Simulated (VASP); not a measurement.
Write the native input for VASP 6.6.1 that does the following.

| Property | Result |
| --- | --- |
| Task | single point |
| Functional | PBE |
| Potentials or basis | VASP PAW PBE potentials, release 64 (Ti_sv, O) |
| Cutoff | 520 eV |
| k mesh | 6 × 6 × 5 |
| Occupations | gaussian, width 0.013 eV |
| Spin | no spin polarisation |
| Dipole correction | no |
| Further INCAR settings | ALGO = Normal; EDIFF = 1e-07; NBANDS = 46 |

The structure of TiO2 lies in POSCAR:

```
TiO2
1.0
    5.5822227355      0.0000000000      0.0000000000
   -2.7911113678      4.8343466985      0.0000000000
    0.0000000000      0.0000000000      6.0824678800
Ti O
3 6
Direct
    0.4669367500      0.0000000000      0.3333333333
    0.0000000000      0.4669367500      0.6666666667
    0.5330632500      0.5330632500      0.0000000000
    0.5810657200      0.8514331800      0.1206639333
    0.7296325400      0.1485668200      0.5460027333
    0.2703674600      0.4189342800      0.7873306000
    0.8514331800      0.5810657200      0.8793360667
    0.1485668200      0.7296325400      0.4539972667
    0.4189342800      0.2703674600      0.2126694000
```

One way to write it, as run:

INCAR

```
SYSTEM = TiO2
ALGO = Normal
EDIFF = 1E-7
ENCUT = 520
GGA = PE
ISIF = 2
ISMEAR = 0
LASPH = .TRUE.
LCHARG = .TRUE.
LELF = .TRUE.
LREAL = .FALSE.
LVHAR = .TRUE.
LWAVE = .FALSE.
NBANDS = 46
NELM = 80
PREC = Accurate
SIGMA = 0.013000000000000001
```

KPOINTS

```
k-points
0
G
  6 6 5
  0 0 0
```

Potentials or basis: VASP PAW PBE potentials, release 64 (Ti_sv, O).

Command:

```bash
$ cat potpaw_PBE.64/Ti_sv/POTCAR potpaw_PBE.64/O/POTCAR > POTCAR
$ mpirun -np 1 vasp_std > vasp.out
```

It gave:

```yaml
Pressure: 1.9 GPa
Largest_force: 0.092 eV/Å
Band_gap_on_the_k_mesh: 3.61 eV (least direct gap 3.62 eV)
```

Run time: 9.8 min on 1 thread of Intel Xeon 8259CL, with other jobs on the host, peak memory 0.36 GiB.
